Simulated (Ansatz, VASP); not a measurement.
**SrTiO3 in VASP and in Ansatz**

```
CELL_PARAMETERS angstrom
3.88712 -0.24807 -0.21027
-0.24807 4.09444 0.09529
-0.21027 0.09529 3.77247
ATOMIC_POSITIONS crystal
Sr 0.99624 0.99824 0.99904
Ti 0.49892 0.49823 0.49711
O 0.99872 0.49828 0.49739
O 0.50174 0.00381 0.50423
O 0.50438 0.50144 0.00223
```

Change from the starting cell: cell sheared at random, sigma 0.06, atoms nudged by 0.01 Å.

Alike in both runs: task single point; functional r2SCAN; k mesh 6 × 6 × 6; occupations gaussian, width 0.05 eV; no spin polarisation; Hubbard terms Ti d U = 4.0 eV.

```csv
,VASP,Ansatz
version,VASP 6.6.1,Ansatz 0.2.0
potentials or method,"VASP PAW PBE potentials, release 64 (Sr_sv, Ti_sv, O), cutoff 520 eV","scalar-relativistic, plane waves, PAW"
valence electrons in the cell,40,40
```

|  | VASP | Ansatz | Ansatz less VASP |
| --- | --- | --- | --- |
| gap on the k mesh at the Fermi level (eV) | 2.11 | 2.13 | +0.027 |
| least direct gap on the mesh (eV) | 2.28 | 2.29 | +0.013 |
| pressure (GPa) | 7.6 | 4.3 | -3.27 |
| traceless stress, the component that is largest in VASP (GPa) | 14.99 | 15.02 | +0.029 |
| rms of the force components (eV/Å) | 0.163 | 0.135 | -0.0278 |

VASP's potentials were made for PBE, not for r2SCAN. The programs project onto different local orbitals, so the same U acts differently, and such runs can settle in different states. Atom by atom the forces differ by 0.048 eV/Å (rms over components).
